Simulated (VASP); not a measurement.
# Si (P6_3/mmc) in VASP: settings compared

The runs below take Si through single point, with LDA, PBE0, PBEsol-based global hybrid with 25 % exact exchange.

Program: VASP 6.6.1. These are calculated values, not measurements. Logs are shortened: lines on timing, memory, paths and dates and some standing lists are left out, and cuts for length are marked.

### Step 1. The cell of the first run

It takes space group P6_3/mmc (No. 194, hexagonal). The conventional cell has a = 3.831 Å, b = 3.831 Å, c = 6.333 Å, α = 90.00°, β = 90.00°, γ = 120.00°. Si (site symmetry 3m) has 4 Si at 2.35 to 2.37 Å within 3.1 Å.

This isn't the form of Si at room conditions, which is diamond.

### Step 2. Single point, LDA

Input file INCAR:

```
PREC = Accurate
ENCUT = 520
EDIFF = 1E-6
ISMEAR = -1
SIGMA = 0.05
LREAL = False
LASPH = True
NELM = 100
ALGO = Normal
ISIF = 2
LWAVE = False
LCHARG = False
NBANDS = 16
```

Input file KPOINTS:

```
Automatic mesh
0
Gamma
  8 8 4
```

Input file POSCAR:

```
Si
1.0
    3.8313174605      0.0000000000      0.0000000000
   -1.9156587303      3.3180182508      0.0000000000
    0.0000000000      0.0000000000      6.3326220002
Si
4
Direct
    0.6666666667      0.3333333333      0.9369905000
    0.3333333333      0.6666666667      0.4369905000
    0.6666666667      0.3333333333      0.5630095000
    0.3333333333      0.6666666667      0.0630095000
```

Potentials or basis: VASP PAW LDA potentials, release 64 (Si).

Launch:

```bash
$ cat potpaw_LDA.64/Si/POTCAR > POTCAR
$ mpirun -np 1 vasp_std > vasp.out
```

OUTCAR:

```text
PREC = Accurate
   ENCUT = 520
   EDIFF = 1E-6
   ISMEAR = -1
   LREAL = False
   LASPH = True
   NELM = 100
   ISIF = 2

 ion  position               nearest neighbor table
   1  0.667  0.333  0.937-   4 2.35   4 2.35   4 2.35   3 2.37
   2  0.333  0.667  0.437-   3 2.35   3 2.35   3 2.35   4 2.37
   3  0.667  0.333  0.563-   2 2.35   2 2.35   2 2.35   1 2.37
   4  0.333  0.667  0.063-   1 2.35   1 2.35   1 2.35   2 2.37

  LATTYP: Found a hexagonal cell.
 ALAT       =     3.8313174605
 C/A-ratio  =     1.6528575524

  Lattice vectors:

 A1 = (   3.8313174605,   0.0000000000,   0.0000000000)
 A2 = (  -1.9156587303,   3.3180182508,   0.0000000000)
 A3 = (   0.0000000000,   0.0000000000,   6.3326220002)

Analysis of symmetry for initial positions (statically):
=====================================================================
 Subroutine PRICEL returns:
 Original cell was already a primitive cell.

 Routine SETGRP: Setting up the symmetry group for a
 hexagonal supercell.

 Subroutine GETGRP returns: Found 24 space group operations
 (whereof 12 operations were pure point group operations)
 out of a pool of 24 trial point group operations.

The static configuration has the point symmetry D_3d.
 The point group associated with its full space group is D_6h.

Analysis of symmetry for dynamics (positions and initial velocities):
=====================================================================
 Subroutine PRICEL returns:
 Original cell was already a primitive cell.

 Routine SETGRP: Setting up the symmetry group for a
 hexagonal supercell.

 Subroutine GETGRP returns: Found 24 space group operations
 (whereof 12 operations were pure point group operations)
 out of a pool of 24 trial point group operations.

The dynamic configuration has the point symmetry D_3d.
 The point group associated with its full space group is D_6h.

 Subroutine INISYM returns: Found 24 space group operations
 (whereof 12 operations are pure point group operations),
 and found     1 'primitive' translations

----------------------------------------------------------------------------------------

                                     Primitive cell

  volume of cell :      80.5027

  direct lattice vectors                    reciprocal lattice vectors
     3.831317461  0.000000000  0.000000000     0.261006823  0.150692360  0.000000000
    -1.915658730  3.318018251  0.000000000     0.000000000  0.301384720  0.000000000
     0.000000000  0.000000000  6.332622000     0.000000000  0.000000000  0.157912473

  length of vectors
     3.831317461  3.831317461  6.332622000     0.301384720  0.301384720  0.157912473

  position of ions in fractional coordinates (direct lattice)
     0.666666667  0.333333333  0.936990500
     0.333333333  0.666666667  0.436990500
     0.666666667  0.333333333  0.563009500
     0.333333333  0.666666667  0.063009500

  ion indices of the primitive-cell ions
   primitive index   ion index
                 1           1
                 2           2
                 3           3
                 4           4

----------------------------------------------------------------------------------------

 KPOINTS: Automatic mesh

Automatic generation of k-mesh.
 Grid dimensions read from file:
 generate k-points for:    8    8    4

 Generating k-lattice:

  Cartesian coordinates                     Fractional coordinates (reciprocal lattice)
     0.032625853  0.018836545  0.000000000     0.125000000  0.000000000  0.000000000
     0.000000000  0.037673090  0.000000000     0.000000000  0.125000000  0.000000000
     0.000000000  0.000000000  0.039478118     0.000000000  0.000000000  0.250000000

  Length of vectors
     0.037673090  0.037673090  0.039478118

  Shift w.r.t. Gamma in fractional coordinates (k-lattice)
     0.000000000  0.000000000  0.000000000

 Subroutine IBZKPT returns following result:
 ===========================================

 Found     30 irreducible k-points:

 Following reciprocal coordinates:
            Coordinates               Weight
  0.000000  0.000000  0.000000      1.000000
  0.125000  0.000000  0.000000      6.000000
  0.250000  0.000000  0.000000      6.000000
  0.375000  0.000000  0.000000      6.000000
  0.500000  0.000000  0.000000      3.000000
  0.125000  0.125000  0.000000      6.000000
[... 16 lines left out ...]
  0.250000  0.000000  0.500000      6.000000
  0.375000  0.000000  0.500000      6.000000
 [... further k-points ...]
   k-points           NKPTS =     30   k-points in BZ     NKDIM =     30   number of bands    NBANDS=     16
   number of dos      NEDOS =    301   number of ions     NIONS =      4
   total plane-waves  NPLWV =  37632
   dimension x,y,z NGX =    28 NGY =   28 NGZ =   48
   dimension x,y,z NGXF=    56 NGYF=   56 NGZF=   96
   ions per type =               4
   NGX,Y,Z   is equivalent  to a cutoff of  12.15, 12.15, 12.60 a.u.
   NGXF,Y,Z  is equivalent  to a cutoff of  24.30, 24.30, 25.20 a.u.
 SYSTEM =  unknown system
   PREC   = accura    normal or accurate (medium, high low for compatibility)
   ISTART =      0    job   : 0-new  1-cont  2-samecut
   ICHARG =      2    charge: 1-file 2-atom 10-const
   ISPIN  =      1    spin polarized calculation?
   LNONCOLLINEAR =      F non collinear calculations
   LSORBIT =      F    spin-orbit coupling
   LASPH  =      T    aspherical Exc in radial PAW
   ENCUT  =  520.0 eV  38.22 Ry    6.18 a.u.   7.12  7.12 11.77*2*pi/ulx,y,z
   NELM   =    100;   NELMIN=  2; NELMDL= -5     # of ELM steps
   EDIFF  = 0.1E-05   stopping-criterion for ELM
   LREAL  =      F    real-space projection
   EDIFFG = 0.1E-04   stopping-criterion for IOM
   NSW    =      0    number of steps for IOM
   IBRION =     -1    ionic relax: 0-MD 1-quasi-New 2-CG
   NFREE  =      0    steps in history (QN), initial steepest desc. (CG)
   ISIF   =      2    stress and relaxation
   ISYM   =      2    0-nonsym 1-usesym 2-fastsym
   POTIM  = 0.5000    time-step for ionic-motion
   TEBEG  =    0.0;   TEEND  =   0.0 temperature during run
   PSTRESS=    0.0 pullay stress
   NELECT =      16.0000    total number of electrons
   NUPDOWN=      -1.0000    fix difference up-down
   EMIN   =  10.00;   EMAX   =-10.00  energy-range for DOS
   EFERMI =   0.00;   METHOD = LEGACY
   ISMEAR =    -1;   SIGMA  =   0.05  broadening in eV -4-tet -1-fermi 0-gaus
   EFERMI_NEDOS =   21; number of points for ismear=-14 and -15
   IALGO  =     38    algorithm
   IMIX   =      4    mixing-type and parameters
     AMIX     =   0.40;   BMIX     =  1.00
     AMIX_MAG =   1.60;   BMIX_MAG =  1.00
  volume/ion in A,a.u.               =      20.13       135.81
  Fermi-wavevector in a.u.,A,eV,Ry     =   0.955384  1.805414 12.418837  0.912759
  Thomas-Fermi vector in A             =   2.084217
   LORBIT       =      0    0 simple, 1 ext, 2 COOP (PROOUT), +10 PAW based schemes
   GGA     = CA    functional components
   LHFCALC =     F    Hartree Fock is set to
   AEXX    =    0.0000 exact exchange contribution
   IVDW    =     0    specifies the selected vdW correction
   LEPSILON=     F    determine dielectric tensor
   LRPA    =     F    only Hartree local field effects (RPA)
 non-spin polarized calculation
  energy-cutoff  :      520.00
  volume of cell :       80.50
 maximum number of plane-waves:      2200
   NGX = 15   NGY = 15   NGZ = 23

 number of electron      15.9999999 magnetization

 Free energy of the ion-electron system (eV)
  ---------------------------------------------------
  ext. energy  EPLUGINS =         0.00000000
  ---------------------------------------------------
  free energy    TOTEN  =       -23.78609394 eV

  energy without entropy =      -23.78571479  energy(sigma->0) =      -23.78590437

 E-fermi :   6.1125     XC(G=0):  -9.5819

 val. band max:        5.9699292090   @ k =   0.0000   0.0000   0.0000
 cond. band min:       6.2819083518   @ k =   0.5000   0.0000   0.0000
 fundamental gap:      0.3119791428
 Fermi energy:         6.1124766247

 k-point     1 :       0.0000    0.0000    0.0000
  band No.  band energies     occupation
      1      -6.2193      2.00000
      2      -3.9297      2.00000
      3      -1.2665      2.00000
      4       4.4558      2.00000
      5       4.4558      2.00000
      6       5.6181      1.99990
[... 8 lines left out ...]
     15      10.1047      0.00000
     16      11.8784      0.00000

 k-point     2 :       0.1250    0.0000    0.0000
  band No.  band energies     occupation
      1      -6.0377      2.00000
      2      -3.7448      2.00000
      3      -1.1726      2.00000
      4       3.1636      2.00000
      5       4.1081      2.00000
      6       4.7513      2.00000
[... 8 lines left out ...]
     15      10.8548      0.00000
     16      10.9248      0.00000

 k-point     3 :       0.2500    0.0000    0.0000
  band No.  band energies     occupation
      1      -5.5050      2.00000
      2      -3.1996      2.00000
      3      -1.0730      2.00000
      4       1.5249      2.00000
      5       2.7992      2.00000
      6       3.5097      2.00000
[... 8 lines left out ...]
     15      11.9845      0.00000
     16      12.3691      0.00000

 k-point     4 :       0.3750    0.0000    0.0000
  band No.  band energies     occupation
      1      -4.6836      2.00000
      2      -2.3485      2.00000
      3      -1.7024      2.00000
      4       1.0108      2.00000
      5       1.0438      2.00000
      6       3.0717      2.00000
[... 8 lines left out ...]
     15      12.8179      0.00000
     16      13.3663      0.00000
[... 324 lines left out ...]
 k-point    22 :       0.1250    0.0000    0.5000
  band No.  band energies     occupation
      1      -5.2511      2.00000
      2      -5.2511      2.00000
      3       1.7106      2.00000
      4       1.7106      2.00000
      5       3.9313      2.00000
      6       3.9313      2.00000
[... 8 lines left out ...]
     15      11.7469      0.00000
     16      11.7469      0.00000

 k-point    23 :       0.2500    0.0000    0.5000
  band No.  band energies     occupation
      1      -4.7248      2.00000
      2      -4.7248      2.00000
      3       1.0426      2.00000
      4       1.0426      2.00000
      5       3.0481      2.00000
      6       3.0481      2.00000
[... 8 lines left out ...]
     15      11.9799      0.00000
     16      11.9799      0.00000

 k-point    24 :       0.3750    0.0000    0.5000
  band No.  band energies     occupation
      1      -3.9270      2.00000
      2      -3.9270      2.00000
      3      -0.4267      2.00000
      4      -0.4267      2.00000
      5       3.2863      2.00000
      6       3.2863      2.00000
[... 8 lines left out ...]
     15      13.6655      0.00000
     16      13.6655      0.00000

 [... further k-points ...]

------------------------ aborting loop because EDIFF is reached ----------------------------------------

  FORCE on cell =-STRESS in cart. coord.  units (eV):
  Direction    XX          YY          ZZ          XY          YZ          ZX
  --------------------------------------------------------------------------------------
  -------------------------------------------------------------------------------------
  Total       -1.0119074     -1.0119074     -0.9935019      0.0000000      0.0000000      0.0000000
  in kB      -20.1391371    -20.1391371    -19.7728299      0.0000000      0.0000000      0.0000000
  external PRESSURE =     -20.0170347 kB  Pullay stress =       0.0000000 kB

 VOLUME and BASIS-vectors are now :
 -----------------------------------------------------------------------------
  energy-cutoff  :      520.00
  volume of cell :       80.50
      direct lattice vectors                 reciprocal lattice vectors
     3.831317461  0.000000000  0.000000000     0.261006823  0.150692360  0.000000000
    -1.915658730  3.318018251  0.000000000     0.000000000  0.301384720  0.000000000
     0.000000000  0.000000000  6.332622000     0.000000000  0.000000000  0.157912473

 POSITION                                       TOTAL-FORCE (eV/Angst)
 -----------------------------------------------------------------------------------
      1.91566      1.10601      5.93361        -0.000000      0.000000      0.014949
     -0.00000      2.21201      2.76730         0.000000      0.000000      0.014949
      1.91566      1.10601      3.56533        -0.000000     -0.000000     -0.014949
     -0.00000      2.21201      0.39902         0.000000      0.000000     -0.014949
 -----------------------------------------------------------------------------------
    total drift:                                0.000000     -0.000000      0.000000

  FREE ENERGIE OF THE ION-ELECTRON SYSTEM (eV)
  ---------------------------------------------------
  free  energy   TOTEN  =       -23.7860939368 eV

  energy  without entropy=      -23.7857147935  energy(sigma->0) =      -23.78590437
```

Run time: 48 s. Hardware: 1 thread of Intel Xeon 8259CL, shared host; peak memory 0.16 GiB.

Results:

| Quantity | Value |
| --- | --- |
| Free energy | -23.7861 eV |
| Pressure | -2.0 GPa |
| Largest force | 0.015 eV/Å |
| Band gap on the k mesh | 0.31 eV (least direct gap 0.93 eV) |

Forces in eV/Å, atoms in the order of the input:
```
Si   0.000  0.000  0.015
Si   0.000  0.000  0.015
Si   0.000  0.000 -0.015
Si   0.000  0.000 -0.015
```

Levels at points of the mesh, in eV from the valence-band top:
| k point | band 6 | band 7 | band 8 | band 9 | band 10 | band 11 |
| --- | --- | --- | --- | --- | --- | --- |
| (0.00, 0.00, 0.00) | -0.35 | 0.00 | 0.00 | 0.93 | 1.96 | 1.96 |
| (0.50, 0.00, 0.00) | -3.05 | -3.01 | -1.43 | 0.31 | 2.26 | 2.89 |
| (0.00, 0.00, 0.50) | -0.92 | -0.92 | -0.92 | 1.71 | 1.71 | 2.94 |
| (0.50, 0.00, 0.50) | -2.46 | -2.42 | -2.42 | 0.81 | 0.81 | 1.59 |

A k mesh can miss the band edges.

### Step 3. Single point, LDA

This run uses another cell than the first one, of 20.53 Å³/atom.

Input file INCAR:

```
PREC = Accurate ; ENCUT = 520
EDIFF = 1E-6 ; ISMEAR = -1
SIGMA = 0.05 ; LREAL = F
LASPH = T ; NELM = 100
ALGO = Normal ; ISIF = 2
LWAVE = F ; LCHARG = T
GGA = CA ; LELF = T
LVHAR = T ; NBANDS = 16
```

Input file KPOINTS:

```
regular mesh
0
Gamma
  8 8 4
```

Input file POSCAR:

```
Si
1.0
    3.8566911633      0.0000000000      0.0000000000
   -1.9283455817      3.3399925220      0.0000000000
    0.0000000000      0.0000000000      6.3745611165
Si
4
Direct
    0.6666666667      0.3333333333      0.9369905000
    0.3333333333      0.6666666667      0.4369905000
    0.6666666667      0.3333333333      0.5630095000
    0.3333333333      0.6666666667      0.0630095000
```

Potentials or basis: VASP PAW LDA potentials, release 64 (Si).

Launch:

```bash
$ cat potpaw_LDA.64/Si/POTCAR > POTCAR
$ mpirun -np 1 vasp_std > vasp.out
```

Wall time 80 s (1 thread of Intel Xeon 8259CL, shared host); peak memory 0.17 GiB.

Results (log left out):

```yaml
Free_energy: -23.7576 eV
Pressure: -3.7 GPa
Largest_force: 0.023 eV/Å
Band_gap_on_the_k_mesh: 0.35 eV (least direct gap 0.87 eV)
```

Forces on the atoms (eV/Å):
```
Si   0.000  0.000  0.023
Si   0.000  0.000  0.023
Si   0.000  0.000 -0.023
Si   0.000  0.000 -0.023
```

Levels at points of the mesh, in eV from the valence-band top:
```
           k point  band 5  band 6  band 7  band 8  band 9  band 10  band 11  band 12
(0.00, 0.00, 0.00)   -1.48   -0.34    0.00    0.00    0.87     1.97     1.97     2.23
(0.50, 0.00, 0.00)   -4.59   -2.99   -2.94   -1.41    0.35     2.23     2.91     3.08
(0.00, 0.00, 0.50)   -0.90   -0.90   -0.90   -0.90    1.65     1.65     2.94     2.94
(0.50, 0.00, 0.50)   -2.42   -2.42   -2.37   -2.37    0.80     0.80     1.63     1.63
```

Caveat: the cell stands under tension.

### Step 4. Single point, LDA

This run uses another cell than the first one, of 21.33 Å³/atom.

Input file INCAR:

```
SYSTEM = Si
  PREC = Accurate
  ENCUT = 520
  EDIFF = 1E-7
  ISMEAR = -1
  SIGMA = 0.05
  LREAL = .False.
  LASPH = .True.
  NELM = 100
  ALGO = Normal
  ISIF = 2
  LWAVE = .False.
  LCHARG = .True.
  GGA = CA
  LELF = .True.
  LVHAR = .True.
  NBANDS = 16
```

Input file KPOINTS:

```
Automatic mesh
0
Gamma
  8 8 4
  0 0 0
```

Input file POSCAR:

```
Si
1.0
    3.9064604095      0.0000000000      0.0000000000
   -1.9532302048      3.3830939535      0.0000000000
    0.0000000000      0.0000000000      6.4568225910
Si
4
Direct
    0.6666666667      0.3333333333      0.9369905000
    0.3333333333      0.6666666667      0.4369905000
    0.6666666667      0.3333333333      0.5630095000
    0.3333333333      0.6666666667      0.0630095000
```

Launch:

```bash
$ cat potpaw_LDA.64/Si/POTCAR > POTCAR
$ mpirun -np 1 vasp_std > vasp.out
```

Wall time 69 s (1 thread of Intel Xeon 8259CL, shared host); peak memory 0.17 GiB.

It converged, with:

```yaml
Free_energy: -23.6544 eV
Pressure: -6.5 GPa
Largest_force: 0.036 eV/Å
Band_gap_on_the_k_mesh: 0.42 eV (least direct gap 0.77 eV)
```

Forces on the atoms (eV/Å):
```
Si   0.000  0.000  0.036
Si   0.000  0.000  0.036
Si   0.000  0.000 -0.036
Si   0.000  0.000 -0.036
```

Levels at points of the mesh, in eV from the valence-band top:
```
           k point  band 6  band 7  band 8  band 9  band 10  band 11
(0.00, 0.00, 0.00)   -0.32    0.00    0.00    0.77     1.99     1.99
(0.50, 0.00, 0.00)   -2.88   -2.80   -1.36    0.42     2.16     2.95
(0.00, 0.00, 0.50)   -0.87   -0.87   -0.87    1.54     1.54     2.94
(0.50, 0.00, 0.50)   -2.34   -2.28   -2.28    0.80     0.80     1.70
```

Caveat: the cell stands under tension. A k mesh can miss the band edges.

[end of part 1 of 2]
